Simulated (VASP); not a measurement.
Set up this calculation in VASP 6.6.1, as the native input.

```
Task                   : single point
Functional             : PBE
Potentials or basis    : VASP PAW PBE potentials, release 64 (Zn, S)
Cutoff                 : 500 eV
k mesh                 : 6 × 6 × 6
Occupations            : gaussian, width 0.01 eV
Spin                   : no spin polarisation
Dipole correction      : no
Further INCAR settings : ALGO = Normal; EDIFF = 1e-06; NBANDS = 16
```

The structure of ZnS lies in POSCAR:

```
ZnS
1.0
    0.0000000000      2.7198945612      2.7198945612
    2.7198945612      0.0000000000      2.7198945612
    2.7198945612      2.7198945612      0.0000000000
Zn S
1 1
Direct
    0.2500000000      0.2500000000      0.2500000000
    0.0000000000      0.0000000000      0.0000000000
```

One way to write it, as run:

INCAR

```
PREC = Accurate ; ENCUT = 500
EDIFF = 1E-6 ; ISMEAR = 0
SIGMA = 0.01 ; LREAL = False
LASPH = True ; NELM = 120
ALGO = Normal ; ISIF = 2
LWAVE = False ; LCHARG = False
GGA = PE ; NBANDS = 16
GGA_COMPAT = False
```

KPOINTS

```
Automatic mesh
0
Gamma
  6 6 6
```

Potentials or basis: VASP PAW PBE potentials, release 64 (Zn, S).

Launch:

```bash
$ cat potpaw_PBE.64/Zn/POTCAR potpaw_PBE.64/S/POTCAR > POTCAR
$ mpirun -np 1 vasp_std > vasp.out
```

It gave:

- Pressure: 0.3 GPa
- Band gap on the k mesh: 2.03 eV, direct

Run time: 12 s on 1 thread of Intel Xeon 6975P-C, on a shared host, peak memory 0.16 GiB.
